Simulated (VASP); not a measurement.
SrO:

```
Sr O
1.0
     3.52944    0.00000    0.00000
    -1.76472    3.05658    0.00000
     0.00000    0.00000    6.17558
Sr O
2 2
Direct
  0.66667 0.33333 0.75000
  0.33333 0.66667 0.25000
  0.00000 0.00000 0.50000
  0.00000 0.00000 0.00000
```

This cell differs from its parent crystal: volume scaled by 0.98.

Base run:

| Property | Result |
| --- | --- |
| Program | VASP 6.6.1 |
| Functional | PBEsol |
| Potentials or basis | VASP PAW PBE potentials, release 64 (Sr_sv, O) |
| Cutoff | 520 eV |
| k mesh | 9 × 9 × 5 |
| Occupations | fermi-dirac, width 0.05 eV |
| Spin | no spin polarisation |

Its results: band gap on the k mesh 2.99 eV, indirect (least direct gap 3.04 eV); pressure -0.1 GPa.

Problem. The run is repeated on the same cell with these changes: functional from PBEsol to r2SCAN. What comes out?

Solution. Band gap on the k mesh 3.53 eV, indirect (least direct gap 3.78 eV); pressure 2.0 GPa.

r2SCAN gives the wider gap, since meta-GGAs in the generalised Kohn-Sham scheme recover part of the derivative discontinuity.

Caveats: the PAW data sets were made with another functional, which shifts forces and pressure a little.

A k mesh can miss the band edges.
